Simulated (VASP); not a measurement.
# Sn in VASP: further runs

The runs below take Sn through single point, relaxation of shape and atoms at fixed volume, with PBE+D3(BJ).

All numbers are computed with VASP 6.6.1; they aren't measurements. Logs are shortened: lines on timing, memory, paths and dates and some standing lists are left out, and cuts for length are marked.

## (1) The cell of the first run

The typed cell holds 2 atoms: a = 3.295 Å, b = 3.295 Å, c = 4.963 Å, α = 89.99°, β = 89.99°, γ = 82.28°.

## (2) Single point, PBE+D3(BJ)

The input, INCAR:

```
  ALGO = Fast
  EDIFF = 1E-6
  ENCUT = 520
  GGA = PE
  ISIF = 2
  ISMEAR = 0
  IVDW = 12
  LASPH = T
  LCHARG = F
  LREAL = F
  LWAVE = F
  NBANDS = 21
  NELM = 100
  PREC = Accurate
  SIGMA = 0.15
```

The input, KPOINTS:

```
k-points
0
Gamma
  18 18 12
```

The input, POSCAR:

```
Sn
1.0
   -1.7544065422      1.7546136957     -2.1674907473
   -1.7544065422      1.7546136957      2.1674907473
    3.5088130844      3.5092273914      0.0000000000
Sn
2
Direct
    0.0000000000      0.0000000000      0.0000000000
    0.5000000000      0.5000000000      0.5000000000
```

Potentials or basis: VASP PAW PBE potentials, release 64 (Sn_d).

Command:

```
$ cat potpaw_PBE.64/Sn_d/POTCAR > POTCAR
$ mpirun -np 1 vasp_std > vasp.out
```

OUTCAR:

```text
EDIFF = 1E-6
   ENCUT = 520
   GGA = PE
   ISIF = 2
   ISMEAR = 0
   IVDW = 12
   LASPH = T
   LREAL = F
   NELM = 100
   PREC = Accurate
 IVDW          = 12

 ion  position               nearest neighbor table
   1  0.000  0.000  0.000-   2 3.29   2 3.29   2 3.29   2 3.29   2 3.51   2 3.51   2 3.51   2 3.51

   2  0.500  0.500  0.500-   1 3.29   1 3.29   1 3.29   1 3.29   1 3.51   1 3.51   1 3.51   1 3.51

  LATTYP: Found a base centered monoclinic cell.
 ALAT       =     4.9625040197
 B/A-ratio  =     0.8735472006
 C/A-ratio  =     1.0000000000
 COS(beta)  =    -0.0001180691

  Lattice vectors:

 A1 = (   1.7544065422,  -1.7546136957,   2.1674907473)
 A2 = (   1.7544065422,  -1.7546136957,  -2.1674907473)
 A3 = (   3.5088130844,   3.5092273914,   0.0000000000)

Analysis of symmetry for initial positions (statically):
=====================================================================
 Subroutine PRICEL returns following result:

  LATTYP: Found a body centered orthorhombic cell.
 ALAT       =     3.5088130844
 B/A-ratio  =     1.0001180761
 C/A-ratio  =     1.2354552352

  Lattice vectors:

 A1 = (  -1.7544065422,   1.7546136957,   2.1674907473)
 A2 = (   1.7544065422,  -1.7546136957,   2.1674907473)
 A3 = (   1.7544065422,   1.7546136957,  -2.1674907473)

   2 primitive cells build up your supercell.

 Routine SETGRP: Setting up the symmetry group for a
 base centered monoclinic supercell.

 Subroutine GETGRP returns: Found  4 space group operations
 (whereof  4 operations were pure point group operations)
 out of a pool of  4 trial point group operations.

The static configuration has the point symmetry C_2h.

Analysis of symmetry for dynamics (positions and initial velocities):
=====================================================================
 Subroutine PRICEL returns following result:

  LATTYP: Found a body centered orthorhombic cell.
 ALAT       =     3.5088130844
 B/A-ratio  =     1.0001180761
 C/A-ratio  =     1.2354552352

  Lattice vectors:

 A1 = (  -1.7544065422,   1.7546136957,   2.1674907473)
 A2 = (   1.7544065422,  -1.7546136957,   2.1674907473)
 A3 = (   1.7544065422,   1.7546136957,  -2.1674907473)

   2 primitive cells build up your supercell.

 Routine SETGRP: Setting up the symmetry group for a
 base centered monoclinic supercell.

 Subroutine GETGRP returns: Found  4 space group operations
 (whereof  4 operations were pure point group operations)
 out of a pool of  4 trial point group operations.

The dynamic configuration has the point symmetry C_2h.

 Subroutine INISYM returns: Found  4 space group operations
 (whereof  4 operations are pure point group operations),
 and found     2 'primitive' translations

----------------------------------------------------------------------------------------

                                     Primitive cell

  volume of cell :      26.6888

  direct lattice vectors                    reciprocal lattice vectors
    -1.754406542  1.754613696  2.167490747     0.000000000  0.284963010  0.230681492
     1.754406542 -1.754613696  2.167490747     0.284996657 -0.000000000  0.230681492
     1.754406542  1.754613696 -2.167490747     0.284996657  0.284963010  0.000000000

  length of vectors
     3.294636198  3.294636198  3.294636198     0.366630424  0.366656577  0.403022346

  position of ions in fractional coordinates (direct lattice)
     0.000000000  0.000000000  0.000000000

  ion indices of the primitive-cell ions
   primitive index   ion index
                 1           1

----------------------------------------------------------------------------------------

 KPOINTS: k-points

Automatic generation of k-mesh.
 Grid dimensions read from file:
 generate k-points for:   18   18   12

 Generating k-lattice:

  Cartesian coordinates                     Fractional coordinates (reciprocal lattice)
    -0.007916574  0.007915639 -0.012815638     0.055555556  0.000000000  0.000000000
    -0.007916574  0.007915639  0.012815638     0.000000000  0.055555556  0.000000000
     0.011874861  0.011873459  0.000000000     0.000000000  0.000000000  0.083333333

  Length of vectors
     0.017016759  0.017016759  0.016792598

  Shift w.r.t. Gamma in fractional coordinates (k-lattice)
     0.000000000  0.000000000  0.000000000

 Subroutine IBZKPT returns following result:
 ===========================================

 Found   1037 irreducible k-points:

 Following reciprocal coordinates:
            Coordinates               Weight
  0.000000  0.000000  0.000000      1.000000
  0.055556  0.000000 -0.000000      4.000000
  0.111111  0.000000 -0.000000      4.000000
  0.166667 -0.000000 -0.000000      4.000000
  0.222222  0.000000 -0.000000      4.000000
  0.277778 -0.000000 -0.000000      4.000000
[... 16 lines left out ...]
 -0.277778  0.055556  0.000000      4.000000
 -0.222222  0.055556  0.000000      4.000000
 [... further k-points ...]
   k-points           NKPTS =   1037   k-points in BZ     NKDIM =   1037   number of bands    NBANDS=     21
   number of dos      NEDOS =    301   number of ions     NIONS =      2
   total plane-waves  NPLWV =  31360
   dimension x,y,z NGX =    28 NGY =   28 NGZ =   40
   dimension x,y,z NGXF=    56 NGYF=   56 NGZF=   80
   ions per type =               2
   NGX,Y,Z   is equivalent  to a cutoff of  14.13, 14.13, 13.40 a.u.
   NGXF,Y,Z  is equivalent  to a cutoff of  28.26, 28.26, 26.80 a.u.
 SYSTEM =  unknown system
   PREC   = accura    normal or accurate (medium, high low for compatibility)
   ISTART =      0    job   : 0-new  1-cont  2-samecut
   ICHARG =      2    charge: 1-file 2-atom 10-const
   ISPIN  =      1    spin polarized calculation?
   LNONCOLLINEAR =      F non collinear calculations
   LSORBIT =      F    spin-orbit coupling
   LASPH  =      T    aspherical Exc in radial PAW
   ENCUT  =  520.0 eV  38.22 Ry    6.18 a.u.   6.13  6.13  9.23*2*pi/ulx,y,z
   NELM   =    100;   NELMIN=  2; NELMDL= -5     # of ELM steps
   EDIFF  = 0.1E-05   stopping-criterion for ELM
   LREAL  =      F    real-space projection
   EDIFFG = 0.1E-04   stopping-criterion for IOM
   NSW    =      0    number of steps for IOM
   IBRION =     -1    ionic relax: 0-MD 1-quasi-New 2-CG
   NFREE  =      0    steps in history (QN), initial steepest desc. (CG)
   ISIF   =      2    stress and relaxation
   ISYM   =      2    0-nonsym 1-usesym 2-fastsym
   POTIM  = 0.5000    time-step for ionic-motion
   TEBEG  =    0.0;   TEEND  =   0.0 temperature during run
   PSTRESS=    0.0 pullay stress
   NELECT =      28.0000    total number of electrons
   NUPDOWN=      -1.0000    fix difference up-down
   EMIN   =  10.00;   EMAX   =-10.00  energy-range for DOS
   EFERMI =   0.00;   METHOD = LEGACY
   ISMEAR =     0;   SIGMA  =   0.15  broadening in eV -4-tet -1-fermi 0-gaus
   EFERMI_NEDOS =   21; number of points for ismear=-14 and -15
   IALGO  =     68    algorithm
   IMIX   =      4    mixing-type and parameters
     AMIX     =   0.40;   BMIX     =  1.00
     AMIX_MAG =   1.60;   BMIX_MAG =  1.00
  volume/ion in A,a.u.               =      26.69       180.10
  Fermi-wavevector in a.u.,A,eV,Ry     =   1.320306  2.495016 23.717774  1.743207
  Thomas-Fermi vector in A             =   2.450141
   LORBIT       =      0    0 simple, 1 ext, 2 COOP (PROOUT), +10 PAW based schemes
   GGA     = PE    functional components
   LHFCALC =     F    Hartree Fock is set to
   AEXX    =    0.0000 exact exchange contribution
   IVDW    =    12    specifies the selected vdW correction
   LEPSILON=     F    determine dielectric tensor
   LRPA    =     F    only Hartree local field effects (RPA)
 non-spin polarized calculation
 RMM-DIIS sequential band-by-band and
 Gauss-broadening in eV      SIGMA  =   0.15
  energy-cutoff  :      520.00
  volume of cell :       53.38
 maximum number of plane-waves:      1456
 NGX is ok and might be reduce to    28
   NGX = 13   NGY = 13   NGZ = 19

 number of electron      27.9999987 magnetization

 Free energy of the ion-electron system (eV)
  ---------------------------------------------------
  ext. energy  EPLUGINS =         0.00000000
  ---------------------------------------------------
  free energy    TOTEN  =        -7.55508503 eV

  energy without entropy =       -7.54214705  energy(sigma->0) =       -7.54861604

 E-fermi :   8.3832     XC(G=0): -10.4500

 val. band max:        8.3829301359   @ k =  -0.0556   0.0556   0.3333
 cond. band min:       8.3834371539   @ k =  -0.1667   0.2222   0.4167
 fundamental gap:      0.0005070181
 Fermi energy:         8.3831635182

 k-point     1 :       0.0000    0.0000    0.0000
  band No.  band energies     occupation
      1     -13.3173      2.00000
      2     -13.2481      2.00000
      3     -13.2417      2.00000
      4     -13.2415      2.00000
      5     -13.1860      2.00000
      6     -13.1632      2.00000
[... 13 lines left out ...]
     20      16.3660      0.00000
     21      19.2034      0.00000

 k-point     2 :       0.0556    0.0000   -0.0000
  band No.  band energies     occupation
      1     -13.3131      2.00000
      2     -13.2457      2.00000
      3     -13.2406      2.00000
      4     -13.2386      2.00000
      5     -13.1850      2.00000
      6     -13.1636      2.00000
[... 13 lines left out ...]
     20      16.2625      0.00000
     21      18.8576      0.00000

 k-point     3 :       0.1111    0.0000   -0.0000
  band No.  band energies     occupation
      1     -13.3020      2.00000
      2     -13.2381      2.00000
      3     -13.2379      2.00000
      4     -13.2309      2.00000
      5     -13.1808      2.00000
      6     -13.1642      2.00000
[... 13 lines left out ...]
     20      16.7769      0.00000
     21      18.5997      0.00000
[... 457 lines left out ...]
 k-point    23 :      -0.2778    0.0556    0.0000
  band No.  band energies     occupation
      1     -13.2573      2.00000
      2     -13.2127      2.00000
      3     -13.2097      2.00000
      4     -13.1699      2.00000
      5     -13.1685      2.00000
      6     -13.1323      2.00000
[... 13 lines left out ...]
     20      17.9884      0.00000
     21      19.9710      0.00000

 k-point    24 :      -0.2222    0.0556    0.0000
  band No.  band energies     occupation
      1     -13.2682      2.00000
      2     -13.2141      2.00000
      3     -13.2140      2.00000
      4     -13.1986      2.00000
      5     -13.1739      2.00000
      6     -13.1487      2.00000
[... 13 lines left out ...]
     20      17.8054      0.00000
     21      20.4840      0.00000

 [... further k-points ...]

------------------------ aborting loop because EDIFF is reached ----------------------------------------

 Edisp (eV)   -0.78409

 E8    (eV) :    -0.3763

  FORCE on cell =-STRESS in cart. coord.  units (eV):
  Direction    XX          YY          ZZ          XY          YZ          ZX
  --------------------------------------------------------------------------------------
  -------------------------------------------------------------------------------------
  Total       0.00434     0.00392     0.01445     0.01765     0.00000     0.00000
  in kB       0.13026     0.11774     0.43362     0.52988     0.00000     0.00000
  external pressure =        0.23 kB  Pullay stress =        0.00 kB

 VOLUME and BASIS-vectors are now :
 -----------------------------------------------------------------------------
  energy-cutoff  :      520.00
  volume of cell :       53.38
      direct lattice vectors                 reciprocal lattice vectors
    -1.754406542  1.754613696 -2.167490747    -0.142498329  0.142481505 -0.230681492
    -1.754406542  1.754613696  2.167490747    -0.142498329  0.142481505  0.230681492
     3.508813084  3.509227391  0.000000000     0.142498329  0.142481505  0.000000000

 POSITION                                       TOTAL-FORCE (eV/Angst)
 -----------------------------------------------------------------------------------
      0.00000      0.00000      0.00000        -0.000000     -0.000000     -0.000000
      0.00000      3.50923      0.00000         0.000000      0.000000      0.000000
 -----------------------------------------------------------------------------------
    total drift:                                0.000000      0.000000      0.000000

  FREE ENERGIE OF THE ION-ELECTRON SYSTEM (eV)
  ---------------------------------------------------
  free  energy   TOTEN  =        -8.3391711156 eV

  energy  without entropy=       -8.3262331406  energy(sigma->0) =       -8.33270213
```

It took 32 min on 1 thread of Intel Xeon 8259CL, shared host; peak memory 0.92 GiB.

Results:

* Free energy: -8.3392 eV
* Pressure: 0.0 GPa
* Band gap on the k mesh: zero (bands 14 and 15 overlap by 5.68 eV)
* Dispersion energy per atom: -0.392 eV

Stress tensor (GPa, compression positive):
```
0.01 0.05 0.00
0.05 0.01 0.00
0.00 0.00 0.04
```

Levels at points of the mesh, in eV from the Fermi level:
```
           k point  band 10  band 11  band 12  band 13  band 14  band 15  band 16  band 17  band 18  band 19
(0.00, 0.00, 0.00)   -21.39   -11.29    -5.54    -4.11     2.36     3.22     6.23     6.43     7.70     7.98
(0.50, 0.00, 0.00)   -21.46    -7.67    -7.67    -1.20    -1.20    -0.18    -0.18     5.45     5.45    10.02
(0.50, 0.50, 0.00)   -21.39    -5.54    -4.11    -3.56    -2.77     0.93     0.94     2.36     3.22     4.23
(0.00, 0.00, 0.50)   -21.47    -9.69    -9.69     2.72     2.72     4.19     4.19     4.87     4.87     7.62
(0.50, 0.00, 0.50)   -21.42    -6.80    -6.80    -4.73    -4.73     4.80     4.80     6.39     6.39     9.34
(0.50, 0.50, 0.50)   -21.40    -4.53    -4.53    -2.41    -2.41    -1.02    -1.02     0.42     0.42     9.86
```

Caveat: spin-orbit coupling is left out, which moves the levels of the heavy elements.

## (3) Relaxation of shape and atoms at fixed volume, PBE+D3(BJ) (23.49 Å³/atom)

The input, INCAR:

```
ALGO = Fast ; EDIFF = 1E-6
EDIFFG = -0.01 ; ENCUT = 600
GGA = PE ; IBRION = 2
ISIF = 4 ; ISMEAR = 0
IVDW = 12 ; LASPH = T
LCHARG = F ; LREAL = F
LWAVE = F ; NELM = 100
NSW = 50 ; PREC = Accurate
SIGMA = 0.1
```

The input, KPOINTS:

```
k-points
0
Gamma
  16 16 16
```

The input, POSCAR:

```
Sn
1.0
   -1.7374341826      1.7377840188      1.9446771699
    1.7374341826     -1.7377840188      1.9446771699
    1.7374341826      1.7377840188     -1.9446771699
Sn
1
Direct
    0.0000000000      0.0000000000      0.0000000000
```

Potentials or basis: VASP PAW PBE potentials, release 64 (Sn_d).

Command:

```
$ cat potpaw_PBE.64/Sn_d/POTCAR > POTCAR
$ mpirun -np 1 vasp_std > vasp.out
```

It took 3.9 min on 1 thread of Intel Xeon Platinum 8488C (Sapphire Rapids), shared host; peak memory 0.33 GiB.

Results (log left out):

- Free energy: -4.0965 eV
- Energy gained by relaxing: 0.1 meV/atom
- Ionic steps: 3
- Pressure after relaxing: 8.5 GPa
- Band gap on the k mesh: zero (bands 7 and 8 overlap by 11.83 eV)
- Dispersion energy per atom: -0.446 eV

Stress tensor (GPa, compression positive):
```
8.53 0.00 0.00
0.00 8.53 0.00
0.00 0.00 8.44
```

Step by step:
| step | energy change (eV) | largest force (eV/Å) | pressure (GPa) | volume (Å³) |
| --- | --- | --- | --- | --- |
| 1 | 0.0000 | 0.0000 | 8.61 | 23.49 |
| 2 | 0.0000 | 0.0000 | 8.57 | 23.49 |
| 3 | -0.0001 | 0.0000 | 8.50 | 23.49 |

Final structure:
```
Sn
1.0
    -1.74161    1.74202    1.93529
     1.74161   -1.74202    1.93529
     1.74161    1.74202   -1.93529
Sn
1
Direct
  0.00000 0.00000 0.00000
```

Levels at points of the mesh, in eV from the Fermi level:
| k point | band 4 | band 5 | band 6 | band 7 | band 8 | band 9 | band 10 | band 11 |
| --- | --- | --- | --- | --- | --- | --- | --- | --- |
| (0.00, 0.00, 0.00) | -21.53 | -21.47 | -12.26 | 9.00 | 9.42 | 9.42 | 11.52 | 13.23 |
| (0.50, 0.00, 0.00) | -21.48 | -21.37 | -6.82 | -5.34 | 4.71 | 6.59 | 9.46 | 9.52 |
| (0.00, 0.50, 0.00) | -21.48 | -21.37 | -6.82 | -5.34 | 4.71 | 6.59 | 9.45 | 9.52 |
| (0.50, 0.50, 0.00) | -21.46 | -21.35 | -6.04 | -4.99 | 3.24 | 4.64 | 7.65 | 7.76 |
| (0.50, 0.50, 0.50) | -21.38 | -21.38 | -2.05 | -2.00 | 0.12 | 0.12 | 3.76 | 4.37 |

Caveat: spin-orbit coupling is left out, which moves the levels of the heavy elements.

## (4) Relaxation of shape and atoms at fixed volume, PBE+D3(BJ) (24.29 Å³/atom)

The input, INCAR:

```
  ALGO = Fast
  EDIFF = 1E-6
  EDIFFG = -0.01
  ENCUT = 600
  GGA = PE
  IBRION = 2
  ISIF = 4
  ISMEAR = 0
  IVDW = 12
  LASPH = True
  LCHARG = False
  LREAL = False
  LWAVE = False
  NELM = 80
  NSW = 50
  PREC = Accurate
  SIGMA = 0.1
```

KPOINTS is that of step 3.

The input, POSCAR:

```
Sn
1.0
   -1.7569575491      1.7573113164      1.9665293042
    1.7569575491     -1.7573113164      1.9665293042
    1.7569575491      1.7573113164     -1.9665293042
Sn
1
Direct
    0.0000000000      0.0000000000      0.0000000000
```

Command:

```
$ cat potpaw_PBE.64/Sn_d/POTCAR > POTCAR
$ mpirun -np 1 vasp_std > vasp.out
```

Run time: 2.6 min. Hardware: 1 thread of Intel Xeon Platinum 8488C (Sapphire Rapids), shared host; peak memory 0.32 GiB.

Results (log left out):

```
Free energy                : -4.1319 eV
Pressure after relaxing    : 5.7 GPa
Band gap on the k mesh     : zero (bands 7 and 8 overlap by 11.37 eV)
Dispersion energy per atom : -0.431 eV
```

Final structure:
```
CELL_PARAMETERS angstrom
-1.75696 1.75731 1.96653
1.75696 -1.75731 1.96653
1.75696 1.75731 -1.96653
ATOMIC_POSITIONS crystal
Sn 0.00000 0.00000 0.00000
```

Levels at points of the mesh, in eV from the Fermi level:
```tsv
k point	band 5	band 6	band 7	band 8	band 9	band 10
(0.00, 0.00, 0.00)	-21.46	-11.98	8.65	9.06	9.07	11.43
(0.50, 0.00, 0.00)	-21.37	-6.79	-5.16	4.61	6.50	9.33
(0.00, 0.50, 0.00)	-21.37	-6.79	-5.15	4.60	6.49	9.32
(0.50, 0.50, 0.00)	-21.35	-5.99	-4.80	3.10	4.47	7.47
(0.50, 0.50, 0.50)	-21.38	-2.25	-2.05	0.19	0.19	3.77
```

Caveat: the relaxation stopped at its first step, so nothing moved; spin-orbit coupling is left out, which moves the levels of the heavy elements.

## (5) The runs side by side

```csv
task,cell,k mesh,cutoff (eV),smearing,gap on the mesh (eV),pressure (GPa)
single point,"a = 3.295, b = 3.295, c = 4.963 Å, angles 90.0, 90.0, 82.3°, 2 atoms, atomic positions A",18 × 18 × 12,520,gaussian 0.15 eV,none,0.0
relaxation of shape and atoms at fixed volume,"relaxed from a = 3.134 Å, angles 112.7, 112.6, 103.3°, 1 atom, atomic positions B",16 × 16 × 16,600,gaussian 0.1 eV,none,8.5
relaxation of shape and atoms at fixed volume,"relaxed from a = 3.169 Å, angles 112.7, 112.6, 103.3°, 1 atom, atomic positions B",16 × 16 × 16,600,gaussian 0.1 eV,none,5.7
```

Alike in all rows: level PBE+D3(BJ); potentials or basis VASP PAW PBE potentials, release 64 (Sn_d); no spin polarisation.

Caveats: spin-orbit coupling is left out, which moves the levels of the heavy elements; the relaxation stopped at its first step, so nothing moved (at least some runs).

Total energies depend on the potentials used, so only differences within one code and one set of settings carry meaning.
